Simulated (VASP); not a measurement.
Wanted: the native input for a VASP 6.6.1 run.

```
Task                   : single point
Functional             : PBE
Potentials or basis    : VASP PAW PBE potentials, release 64 (Al, N)
Cutoff                 : 600 eV
k mesh                 : 10 × 10 × 10
Occupations            : methfessel-paxton, width 0.05 eV
Spin                   : no spin polarisation
Dipole correction      : no
Further INCAR settings : ALGO = Normal; EDIFF = 1e-06; NBANDS = 11
```

The structure of AlN lies in POSCAR:

```
AlN
1.0
    0.0000000000      2.1640507778      2.1640507778
    2.1640507778      0.0000000000      2.1640507778
    2.1640507778      2.1640507778      0.0000000000
Al N
1 1
Direct
    0.0000000000      0.0000000000      0.0000000000
    0.7500000000      0.7500000000      0.7500000000
```

One way to write it, as run:

INCAR

```
SYSTEM = AlN
PREC = Accurate ; ENCUT = 600
EDIFF = 1E-6 ; ISMEAR = 1
SIGMA = 0.05 ; LREAL = .False.
LASPH = .True. ; NELM = 120
ALGO = Normal ; ISIF = 2
LWAVE = .False. ; LCHARG = .False.
GGA = PE ; NBANDS = 11
GGA_COMPAT = .False.
```

KPOINTS

```
Automatic mesh
0
Gamma
  10 10 10
  0 0 0
```

Potentials or basis: VASP PAW PBE potentials, release 64 (Al, N).

Run with:

```sh
$ cat potpaw_PBE.64/Al/POTCAR potpaw_PBE.64/N/POTCAR > POTCAR
$ mpirun -np 1 vasp_std > vasp.out
```

Results of the run:

```json
{
 "Pressure": "10.6 GPa",
 "Band gap on the k mesh": "3.33 eV, indirect (least direct gap 4.44 eV)"
}
```

Wall time 5.7 s on 1 thread of AMD EPYC 9R45 96-Core Processor (Zen 5) (shared host), peak memory 0.11 GiB.
